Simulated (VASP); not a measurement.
Wanted: the native input for a VASP 6.6.1 run.

```yaml
Task: single point
Functional: PBEsol
Potentials_or_basis: VASP PAW PBE potentials, release 64 (Rh_pv)
Cutoff: 500 eV
k_mesh: 16 × 16 × 3
Occupations: gaussian, width 0.15 eV
Spin: no spin polarisation
Dipole_correction: no
Further_INCAR_settings: ALGO = Normal; EDIFF = 1e-06; NBANDS = 70
```

The structure of Rh lies in POSCAR:

```
Rh
1.0
   -2.6755648902      0.0000000000      0.0000000000
   -1.3377824451     -2.3171071644      0.0000000000
   -0.5945699756     -0.5149127032     17.4550219417
Rh
8
Direct
   -0.0625000000      0.8750000000      0.5625000000
   -0.0069444444      0.9861111111      0.0625000000
    0.2569444444      0.1805555556      0.6875000000
    0.3125000000      0.2916666667      0.1875000000
   -0.0902777778     -0.1805555556      0.8125000000
   -0.0347222222     -0.0694444444      0.3125000000
    0.5625000000      0.4583333333      0.9375000000
    0.6180555556      0.5694444444      0.4375000000
```

This cell differs from its parent crystal: the part above a cut slid along it.

The input as run:

INCAR

```
SYSTEM = Rh
PREC = Accurate
ENCUT = 500
EDIFF = 1E-6
ISMEAR = 0
SIGMA = 0.15
LREAL = .FALSE.
LASPH = .TRUE.
NELM = 120
ALGO = Normal
ISIF = 2
LWAVE = .FALSE.
LCHARG = .FALSE.
GGA = PS
NBANDS = 70
GGA_COMPAT = .FALSE.
KPAR = 4
```

KPOINTS

```
regular mesh
0
G
  16 16 3
  0 0 0
```

Potentials or basis: VASP PAW PBE potentials, release 64 (Rh_pv).

Command:

```console
$ cat potpaw_PBE.64/Rh_pv/POTCAR > POTCAR
$ mpirun -np 4 vasp_std > vasp.out
```

Results of the run:

```
Pressure               : 1.0 GPa
Largest force          : 0.973 eV/Å
Band gap on the k mesh : zero (bands 60 and 61 overlap by 2.04 eV)
```

Caveat: the cell differs from its parent crystal (the part above a cut slid along it); the PAW data sets were made with another functional, which shifts forces and pressure a little.

It took 9.8 min on 4 MPI ranks on Intel(R) Xeon(R) 6975P-C (Granite Rapids) (shared host), peak memory 1.6 GiB a rank.
